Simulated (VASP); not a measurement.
Input of a VASP 6.6.1 run:

Contents of INCAR:

```
ALGO = Normal
EDIFF = 1E-6
ENCUT = 520
GGA = PS
ISIF = 2
ISMEAR = -1
LASPH = True
LCHARG = True
LELF = True
LREAL = Auto
LVHAR = True
LWAVE = False
NBANDS = 78
NELM = 60
PREC = Accurate
SIGMA = 0.2241
```

File KPOINTS:

```
Automatic mesh
0
Gamma
  2 2 2
  0.5 0.5 0.5
```

POSCAR

```
SrO
1.0
   -5.3055068814      5.3055068814      0.0000000000
   -5.3055068814      0.0000000000      5.3055068814
    0.0000000000      5.3055068814      5.3055068814
Sr O
8 8
Direct
    0.0101640618     -0.0266842553      0.0341783554
    0.4610337060      0.0459958879      0.0056201039
   -0.0069462732      0.5330858226      0.0008814426
    0.0293421540      0.0087377137      0.4619805524
    0.4825536103      0.5128952918     -0.0609303705
    0.4508499477      0.0839901842      0.4262688845
   -0.0119613453      0.4703722106      0.5200586978
    0.5375530677      0.5425282757      0.4487476038
    0.7600297371      0.7125679194      0.7825949702
    0.2110208365      0.7905624465      0.7409873529
    0.7249116034      0.3202079534      0.7007966596
    0.7447302564      0.7977246274      0.2250176141
    0.2767853351      0.2203172149      0.7181312898
    0.2811216785      0.7894555777      0.2260466392
    0.8049329867      0.2557142098      0.1823253690
    0.2509077888      0.3493385347      0.2032233723
```

Potentials or basis: VASP PAW PBE potentials, release 64 (Sr_sv, O).

Run with:

```bash
$ cat potpaw_PBE.64/Sr_sv/POTCAR potpaw_PBE.64/O/POTCAR > POTCAR
$ mpirun -np 1 vasp_std > vasp.out
```

Problem. Predict the pressure.

Solution. -0.6 GPa.

Problem. Estimate the band gap on the k mesh.

Solution. 2.67 eV.

Stress tensor (GPa, compression positive):
```
 0.91 -0.16  1.09
-0.16 -1.18 -0.23
 1.09 -0.23 -1.63
```

Caveat: the atoms stand as in a frame of molecular dynamics; the PAW data sets were made with another functional, which shifts forces and pressure a little; a shifted mesh leaves out Γ, where band edges can lie. A k mesh can miss the band edges.
